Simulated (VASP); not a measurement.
# Zn9O8 (a cell with a defect) in VASP: further runs

The runs below take Zn9O8 (a cell with a defect) through single point, relaxation of the atoms, with LDA.

Everything below comes from runs of VASP 6.6.1. Logs are shortened: lines on timing, memory, paths and dates and some standing lists are left out, and cuts for length are marked.

**1. The cell of the first run**

The cell holds a defect, 17 atoms: a = 6.438 Å, b = 5.575 Å, c = 5.149 Å, α = 90.00°, β = 90.00°, γ = 90.00°.

**2. Single point, LDA**

INCAR

```
SYSTEM = Zn9O8
  PREC = Accurate
  ENCUT = 520
  EDIFF = 1E-6
  ISMEAR = 0
  SIGMA = 0.05
  LREAL = Auto
  LASPH = .TRUE.
  NELM = 80
  ALGO = Normal
  ISIF = 2
  LWAVE = .FALSE.
  LCHARG = .FALSE.
  NBANDS = 92
```

KPOINTS

```
Automatic mesh
0
G
  2 2 2
  0 0 0
```

POSCAR

```
Zn9O8
1.0
   -3.2190000000     -5.5754720000      0.0000000000
    4.8285000000     -2.7877360000      0.0000000000
    0.0000000000      0.0000000000      5.1489000000
Zn O
9 8
Direct
    0.4891144036      0.3417817677      0.0008528035
    0.4835038234      0.6557744243      0.4984697702
    0.2542818631      0.8489191918     -0.0141228224
    0.2576030144      0.1517488047      0.4805556527
    0.0023723356      0.3082186079     -0.0518485502
    0.0232013766      0.6173143277      0.3751820777
    0.7161430698      0.8839102292      0.0764270038
    0.7590148557      0.2019674476      0.5062834780
    0.8116208892      0.6112736134      0.7194394919
    0.4958551569      0.3338172828      0.3722536853
    0.5059084184      0.6740110177      0.8900060207
    0.2590320959      0.8248398709      0.3692450815
    0.2606416453      0.1670720630      0.8524014838
    0.0157572067      0.2686216109      0.3145333955
   -0.0161063611      0.7055960699      1.0085474567
    0.7261909609      0.8615082744      0.4380046223
    0.7294121721      0.1666527455      0.8864409874
```

Potentials or basis: VASP PAW LDA potentials, release 64 (Zn, O).

On the command line:

```
> cat potpaw_LDA.64/Zn/POTCAR potpaw_LDA.64/O/POTCAR > POTCAR
> mpirun -np 1 vasp_std > vasp.out
```

OUTCAR:

```text
SYSTEM = Zn9O8
   PREC = Accurate
   ENCUT = 520
   EDIFF = 1E-6
   ISMEAR = 0
   LREAL = Auto
   LASPH = .TRUE.
   NELM = 80
   ISIF = 2

 ion  position               nearest neighbor table
   1  0.489  0.342  0.001-  10 1.91  17 1.92  13 1.92  11 1.94   9 2.94   7 2.97
   2  0.484  0.656  0.498-  12 1.85  10 1.91  16 1.96  11 2.02   9 2.41   7 2.93   6 3.04
   3  0.254  0.849  0.986-  13 1.90  15 1.92  11 1.95  12 1.98   6 2.81   7 3.02   5 3.04
   4  0.258  0.152  0.481-  14 1.89  12 1.91  13 1.92  10 1.92   5 3.04
   5  0.002  0.308  0.948-  14 1.90  13 1.90  17 1.95  15 2.24   9 2.40   6 2.80   8 2.83   3 3.04
                             4 3.04
   6  0.023  0.617  0.375-  12 1.91  15 1.97  14 1.97   9 2.24  16 2.37   5 2.80   3 2.81   7 2.91
                             8 2.95   2 3.04
   7  0.716  0.884  0.076-  17 1.86  16 1.87  15 2.02  11 2.03   9 2.46   8 2.85   6 2.91   2 2.93
                             1 2.97   3 3.02
   8  0.759  0.202  0.506-  16 1.94  14 1.96  10 1.97  17 1.98   9 2.55   5 2.83   7 2.85   6 2.95

   9  0.812  0.611  0.719-  15 1.93  16 2.09  11 2.18   6 2.24   5 2.40   2 2.41   7 2.46   8 2.55
                             1 2.94
  10  0.496  0.334  0.372-   2 1.91   1 1.91   4 1.92   8 1.97
  11  0.506  0.674  0.890-   1 1.94   3 1.95   2 2.02   7 2.03   9 2.18
  12  0.259  0.825  0.369-   2 1.85   6 1.91   4 1.91   3 1.98
  13  0.261  0.167  0.852-   3 1.90   5 1.90   4 1.92   1 1.92
  14  0.016  0.269  0.315-   4 1.89   5 1.90   8 1.96   6 1.97
  15  0.984  0.706  0.009-   3 1.92   9 1.93   6 1.97   7 2.02   5 2.24
  16  0.726  0.862  0.438-   7 1.87   8 1.94   2 1.96   9 2.09   6 2.37
  17  0.729  0.167  0.886-   7 1.86   1 1.92   5 1.95   8 1.98

  LATTYP: Found a simple orthorhombic cell.
 ALAT       =     5.1489000000
 B/A-ratio  =     1.0828471445
 C/A-ratio  =     1.2503642312

  Lattice vectors:

 A1 = (   0.0000000000,   0.0000000000,  -5.1489000000)
 A2 = (   4.8285000000,  -2.7877360000,   0.0000000000)
 A3 = (  -3.2190000000,  -5.5754720000,   0.0000000000)

Analysis of symmetry for initial positions (statically):
=====================================================================
 Subroutine PRICEL returns:
 Original cell was already a primitive cell.

 Routine SETGRP: Setting up the symmetry group for a
 simple orthorhombic supercell.

 Subroutine GETGRP returns: Found  1 space group operations
 (whereof  1 operations were pure point group operations)
 out of a pool of  8 trial point group operations.

The static configuration has the point symmetry C_1 .

Analysis of symmetry for dynamics (positions and initial velocities):
=====================================================================
 Subroutine PRICEL returns:
 Original cell was already a primitive cell.

 Routine SETGRP: Setting up the symmetry group for a
 simple orthorhombic supercell.

 Subroutine GETGRP returns: Found  1 space group operations
 (whereof  1 operations were pure point group operations)
 out of a pool of  8 trial point group operations.

The dynamic configuration has the point symmetry C_1 .

 Subroutine INISYM returns: Found  1 space group operations
 (whereof  1 operations are pure point group operations),
 and found     1 'primitive' translations

----------------------------------------------------------------------------------------

                                     Primitive cell

  volume of cell :     184.8192

  direct lattice vectors                    reciprocal lattice vectors
    -3.219000000 -5.575472000  0.000000000    -0.077663871 -0.134517759  0.000000000
     4.828500000 -2.787736000  0.000000000     0.155327742 -0.089678506  0.000000000
     0.000000000  0.000000000  5.148900000     0.000000000  0.000000000  0.194216240

  length of vectors
     6.438000390  5.575471662  5.148900000     0.155327732  0.179357023  0.194216240

  position of ions in fractional coordinates (direct lattice)
     0.489114404  0.341781768  0.000852804
     0.483503823  0.655774424  0.498469770
     0.254281863  0.848919192  0.985877178
     0.257603014  0.151748805  0.480555653
     0.002372336  0.308218608  0.948151450
     0.023201377  0.617314328  0.375182078
[... 9 lines left out ...]
     0.726190961  0.861508274  0.438004622
     0.729412172  0.166652746  0.886440987

  ion indices of the primitive-cell ions
   primitive index   ion index
                 1           1
                 2           2
                 3           3
                 4           4
                 5           5
                 6           6
[... 9 lines left out ...]
                16          16
                17          17

----------------------------------------------------------------------------------------

 KPOINTS: Automatic mesh

Automatic generation of k-mesh.
 Grid dimensions read from file:
 generate k-points for:    2    2    2

 Generating k-lattice:

  Cartesian coordinates                     Fractional coordinates (reciprocal lattice)
    -0.038831935 -0.067258880  0.000000000     0.500000000  0.000000000  0.000000000
     0.077663871 -0.044839253  0.000000000     0.000000000  0.500000000  0.000000000
     0.000000000  0.000000000  0.097108120     0.000000000  0.000000000  0.500000000

  Length of vectors
     0.077663866  0.089678512  0.097108120

  Shift w.r.t. Gamma in fractional coordinates (k-lattice)
     0.000000000  0.000000000  0.000000000

 Subroutine IBZKPT returns following result:
 ===========================================

 Found      8 irreducible k-points:

 Following reciprocal coordinates:
            Coordinates               Weight
  0.000000  0.000000  0.000000      1.000000
  0.500000  0.000000  0.000000      1.000000
  0.000000  0.500000  0.000000      1.000000
  0.500000  0.500000  0.000000      1.000000
  0.000000  0.000000  0.500000      1.000000
  0.500000  0.000000  0.500000      1.000000
  0.000000  0.500000  0.500000      1.000000
  0.500000  0.500000  0.500000      1.000000
   k-points           NKPTS =      8   k-points in BZ     NKDIM =      8   number of bands    NBANDS=     92
   number of dos      NEDOS =    301   number of ions     NIONS =     17
   total plane-waves  NPLWV =  80640
   dimension x,y,z NGX =    48 NGY =   42 NGZ =   40
   dimension x,y,z NGXF=    96 NGYF=   84 NGZF=   80
   ions per type =               9   8
   NGX,Y,Z   is equivalent  to a cutoff of  12.39, 12.52, 12.92 a.u.
   NGXF,Y,Z  is equivalent  to a cutoff of  24.79, 25.05, 25.83 a.u.
 SYSTEM =  Zn9O8
   PREC   = accura    normal or accurate (medium, high low for compatibility)
   ISTART =      0    job   : 0-new  1-cont  2-samecut
   ICHARG =      2    charge: 1-file 2-atom 10-const
   ISPIN  =      1    spin polarized calculation?
   LNONCOLLINEAR =      F non collinear calculations
   LSORBIT =      F    spin-orbit coupling
   LASPH  =      T    aspherical Exc in radial PAW
   ENCUT  =  520.0 eV  38.22 Ry    6.18 a.u.  11.97 10.37  9.57*2*pi/ulx,y,z
   NELM   =     80;   NELMIN=  2; NELMDL= -5     # of ELM steps
   EDIFF  = 0.1E-05   stopping-criterion for ELM
   LREAL  =      T    real-space projection
   EDIFFG = 0.1E-04   stopping-criterion for IOM
   NSW    =      0    number of steps for IOM
   IBRION =     -1    ionic relax: 0-MD 1-quasi-New 2-CG
   NFREE  =      0    steps in history (QN), initial steepest desc. (CG)
   ISIF   =      2    stress and relaxation
   ISYM   =      2    0-nonsym 1-usesym 2-fastsym
   POTIM  = 0.5000    time-step for ionic-motion
   TEBEG  =    0.0;   TEEND  =   0.0 temperature during run
   PSTRESS=    0.0 pullay stress
   NELECT =     156.0000    total number of electrons
   NUPDOWN=      -1.0000    fix difference up-down
   EMIN   =  10.00;   EMAX   =-10.00  energy-range for DOS
   EFERMI =   0.00;   METHOD = LEGACY
   ISMEAR =     0;   SIGMA  =   0.05  broadening in eV -4-tet -1-fermi 0-gaus
   EFERMI_NEDOS =   21; number of points for ismear=-14 and -15
   IALGO  =     38    algorithm
   IMIX   =      4    mixing-type and parameters
     AMIX     =   0.40;   BMIX     =  1.00
     AMIX_MAG =   1.60;   BMIX_MAG =  1.00
  volume/ion in A,a.u.               =      10.87        73.37
  Fermi-wavevector in a.u.,A,eV,Ry     =   1.547156  2.923700 32.568138  2.393691
  Thomas-Fermi vector in A             =   2.652289
   LORBIT       =      0    0 simple, 1 ext, 2 COOP (PROOUT), +10 PAW based schemes
   GGA     = CA    functional components
   LHFCALC =     F    Hartree Fock is set to
   AEXX    =    0.0000 exact exchange contribution
   IVDW    =     0    specifies the selected vdW correction
   LEPSILON=     F    determine dielectric tensor
   LRPA    =     F    only Hartree local field effects (RPA)
 non-spin polarized calculation
 Gauss-broadening in eV      SIGMA  =   0.05
  energy-cutoff  :      520.00
  volume of cell :      184.82
 maximum number of plane-waves:      5004
 NGX is ok and might be reduce to    48
   NGX = 23   NGY = 21   NGZ = 19

 number of electron     156.0000023 magnetization

 Free energy of the ion-electron system (eV)
  ---------------------------------------------------
  ext. energy  EPLUGINS =         0.00000000
  ---------------------------------------------------
  free energy    TOTEN  =       -82.68123572 eV

  energy without entropy =      -82.68123572  energy(sigma->0) =      -82.68123572

 E-fermi :   3.8697     XC(G=0): -12.0699

 val. band max:        3.5879250280   @ k =   0.5000   0.0000   0.5000
 cond. band min:       4.1195468811   @ k =   0.5000   0.0000   0.0000
 fundamental gap:      0.5316218531
 Fermi energy:         3.8697252186

 k-point     1 :       0.0000    0.0000    0.0000
  band No.  band energies     occupation
      1     -16.7400      2.00000
      2     -16.0015      2.00000
      3     -15.9448      2.00000
      4     -15.8328      2.00000
      5     -15.7418      2.00000
      6     -15.5039      2.00000
[... 82 lines left out ...]
     89       9.7152      0.00000
     90       9.9568      0.00000

 k-point     2 :       0.5000    0.0000    0.0000
  band No.  band energies     occupation
      1     -16.5285      2.00000
      2     -16.3665      2.00000
      3     -15.8933      2.00000
      4     -15.8084      2.00000
      5     -15.6314      2.00000
      6     -15.5614      2.00000
[... 557 lines left out ...]
      6     -15.7446      2.00000
[... 82 lines left out ...]
     89       9.9439      0.00000
     90      10.1950      0.00000
 [bands above 90 left out]

------------------------ aborting loop because EDIFF is reached ----------------------------------------

  FORCE on cell =-STRESS in cart. coord.  units (eV):
  Direction    XX          YY          ZZ          XY          YZ          ZX
  --------------------------------------------------------------------------------------
  -------------------------------------------------------------------------------------
  Total       14.6427697     11.3779730     19.0564301      0.2998518     -0.5728274      1.6784361
  in kB      126.9365663     98.6344010    165.1981044      2.5993828     -4.9657779     14.5501789
  external PRESSURE =     130.2563572 kB  Pullay stress =       0.0000000 kB

 VOLUME and BASIS-vectors are now :
 -----------------------------------------------------------------------------
  energy-cutoff  :      520.00
  volume of cell :      184.82
      direct lattice vectors                 reciprocal lattice vectors
    -3.219000000 -5.575472000  0.000000000    -0.077663871 -0.134517759  0.000000000
     4.828500000 -2.787736000  0.000000000     0.155327742 -0.089678506  0.000000000
     0.000000000  0.000000000  5.148900000     0.000000000  0.000000000  0.194216240

 POSITION                                       TOTAL-FORCE (eV/Angst)
 -----------------------------------------------------------------------------------
      0.07583     -3.67984      0.00439         0.022217      0.012111      0.000409
      1.61001     -4.52389      2.56657        -0.018942      0.023589      0.038217
      3.28047     -3.78430      5.07618        -0.011771     -0.019238     -0.027966
     -0.09650     -1.85929      2.47433        -0.019025      0.003963     -0.004720
      1.48060     -0.87246      4.88194         0.043151      0.021112     -0.103886
      2.90602     -1.85027      1.93177        -0.082741      0.012048      0.025317
[... 9 lines left out ...]
      1.82218     -6.45051      2.25524        -0.029607     -0.013166      0.128339
     -1.54330     -4.53140      4.56420         0.016647      0.034354     -0.017935
 -----------------------------------------------------------------------------------
    total drift:                                0.009152     -0.004886      0.002405

  FREE ENERGIE OF THE ION-ELECTRON SYSTEM (eV)
  ---------------------------------------------------
  free  energy   TOTEN  =       -82.6812357185 eV

  energy  without entropy=      -82.6812357185  energy(sigma->0) =      -82.68123572
```

Run time: 2.6 min. Hardware: 1 thread of AMD EPYC 9R45 (Zen 5), shared host; peak memory 0.24 GiB.

What came out:

```
Free energy            : -82.6812 eV
Pressure               : 13.0 GPa
Largest force          : 0.132 eV/Å
Band gap on the k mesh : 0.53 eV
```

Forces in eV/Å, atoms in the order of the input:
```
Zn   0.022  0.012  0.000
Zn  -0.019  0.024  0.038
Zn  -0.012 -0.019 -0.028
Zn  -0.019  0.004 -0.005
Zn   0.043  0.021 -0.104
Zn  -0.083  0.012  0.025
Zn  -0.018  0.024  0.053
Zn   0.031 -0.041  0.018
Zn   0.038 -0.039 -0.052
O   -0.017 -0.004  0.015
O    0.010 -0.030  0.015
O    0.025  0.001 -0.015
O    0.018 -0.021 -0.021
O   -0.048  0.052 -0.037
O    0.042 -0.016 -0.013
O   -0.030 -0.013  0.128
O    0.017  0.034 -0.018
```

Levels at points of the mesh, in eV from the valence-band top:
| k point | band 74 | band 75 | band 76 | band 77 | band 78 | band 79 | band 80 | band 81 | band 82 | band 83 |
| --- | --- | --- | --- | --- | --- | --- | --- | --- | --- | --- |
| (0.00, 0.00, 0.00) | -2.69 | -2.10 | -2.02 | -1.92 | -1.72 | 1.75 | 2.62 | 2.75 | 3.22 | 4.32 |
| (0.50, 0.00, 0.00) | -2.57 | -2.37 | -2.32 | -2.25 | -0.30 | 0.53 | 2.85 | 3.47 | 4.18 | 4.52 |
| (0.00, 0.50, 0.00) | -2.63 | -2.50 | -2.25 | -2.19 | -0.23 | 1.01 | 2.21 | 2.80 | 3.42 | 4.01 |
| (0.50, 0.50, 0.00) | -2.74 | -2.66 | -2.60 | -2.41 | -0.02 | 1.66 | 2.00 | 2.56 | 3.67 | 4.69 |
| (0.00, 0.00, 0.50) | -2.56 | -2.51 | -2.27 | -2.14 | -0.24 | 1.00 | 2.49 | 2.93 | 3.19 | 3.96 |
| (0.50, 0.00, 0.50) | -2.78 | -2.69 | -2.67 | -2.31 | 0.00 | 1.65 | 2.15 | 2.55 | 3.71 | 4.39 |
| (0.00, 0.50, 0.50) | -2.92 | -2.70 | -2.66 | -2.50 | -0.38 | 2.09 | 2.17 | 2.37 | 2.92 | 3.50 |
| (0.50, 0.50, 0.50) | -2.95 | -2.86 | -2.64 | -2.47 | -0.34 | 2.02 | 2.65 | 3.00 | 3.14 | 3.45 |

Caveat: the k points lie up to 0.61 Å⁻¹ apart.

(Part 1 of 2 ends here.)
